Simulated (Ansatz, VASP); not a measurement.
**CuAu in VASP and in Ansatz**

```
Cu Au
1.0
     3.10695    0.00000    0.00000
     0.00000    3.10695    0.00000
     0.00000    0.00000    3.53458
Cu Au
1 1
Direct
  0.50000 0.50000 0.50000
  0.00000 0.00000 0.00000
```

Alike in both runs: functional PBE; k mesh 15 × 15 × 11; occupations fermi-dirac, width 0.05 eV; no spin polarisation.

Ansatz relaxed the structure, and its values are those at the end. VASP's run is a single point on that final structure, the one shown.

|  | VASP | Ansatz |
| --- | --- | --- |
| version | VASP 6.6.1 | Ansatz 0.2.0 |
| potentials or method | VASP PAW PBE potentials, release 64 (Cu, Au), cutoff 520 eV | all-electron LAPW, non-relativistic |

```csv
,VASP,Ansatz,Ansatz less VASP
pressure (GPa),-12.5,0.0,+12.52
```

One of these differences is far larger than is usual between the two programs; its cause wasn't traced. Ansatz ran all-electron here, and VASP with PAW potentials.

Neither program's run includes spin-orbit coupling.
